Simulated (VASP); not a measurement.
The system is Sb.

```
Sb
1.0
     3.50000    0.00000    0.00000
    -1.75000    3.03109    0.00000
     0.00000    0.00000    5.71550
Sb
2
Cartesian
  0.0000 2.0207 1.4289
  1.7500 1.0104 4.2866
```

| Property | Result |
| --- | --- |
| Program | VASP 6.6.1 |
| Task | relaxation of cell and atoms |
| Functional | PBEsol |
| Potentials or basis | VASP PAW PBE potentials, release 64 (Sb) |
| Cutoff | 600 eV |
| k mesh | 14 × 14 × 8 |
| Occupations | methfessel-paxton, width 0.1 eV |
| Spin | no spin polarisation |

At the start: pressure -7.2 GPa; volume 30.32 Å³/atom.

**Question.** Where does the relaxation end?

**Answer.** Over 5 steps the energy falls by 107.2 meV/atom and the volume is 26.15 Å³/atom (-13.8 %); space group P6_3/mmc (No. 194, to 0.05 Å).

Step by step:
```
step  energy change (eV)  largest force (eV/Å)  pressure (GPa)  volume (Å³)
   1              0.0000                0.0000           -7.20        60.63
   2             -0.1784                0.0000            4.35        49.45
   3             -0.2143                0.0000           -0.07        52.30
   4             -0.2142                0.0000            0.13        52.14
   5             -0.2144                0.0000           -0.08        52.29
```

Final structure:
```xyz
2
Lattice="3.3265 0.0000 0.0000 -1.6632 2.8808 0.0000 0.0000 0.0000 5.4570" Properties=species:S:1:pos:R:3 pbc="T T T"
Sb    0.0000    1.9205    1.3643
Sb    1.6632    0.9603    4.0928
```

Caveat: the PAW data sets were made with another functional, which shifts forces and pressure a little.
